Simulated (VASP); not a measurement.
Os: single point with PBEsol

The system is Os.

```
Os
1.0
     2.68835    0.00000    0.00000
    -1.34417    2.32818    0.00000
     0.00000    0.00000    4.25719
Os
2
Direct
  0.66667 0.33333 0.75000
  0.33333 0.66667 0.25000
```

| Property | Result |
| --- | --- |
| Program | VASP 6.6.1 |
| Task | single point |
| Functional | PBEsol |
| Potentials or basis | VASP PAW PBE potentials, release 64 (Os) |
| Cutoff | 520 eV |
| k mesh | 11 × 11 × 6 |
| Occupations | fermi-dirac, width 0.05 eV |
| Spin | no spin polarisation |
| Dipole correction | no |
| Further INCAR settings | ALGO = Normal; EDIFF = 1e-07; NBANDS = 15 |

```yaml
Pressure: 21.2 GPa
Band_gap_on_the_k_mesh: zero (bands 8 and 9 overlap by 4.21 eV)
```

Stress tensor (GPa, compression positive):
```
21.24  0.00  0.00
 0.00 21.24  0.00
 0.00  0.00 21.13
```

Levels at points of the mesh, in eV from the Fermi level:
```tsv
k point	band 5	band 6	band 7	band 8	band 9	band 10	band 11	band 12
(0.00, 0.00, 0.00)	-3.00	-2.34	-2.34	-1.61	-1.61	0.03	1.87	1.87
(0.00, 0.00, 0.50)	-3.45	-3.45	-3.45	-3.45	1.03	1.03	1.03	1.03
```

Run time: 18 s on 1 thread of Intel(R) Xeon(R) Platinum 8488C (Sapphire Rapids) (shared host), peak memory 0.15 GiB.

Caveat: the cell stands under pressure; the PAW data sets were made with another functional, which shifts forces and pressure a little; spin-orbit coupling is left out, which moves the levels of the heavy elements.
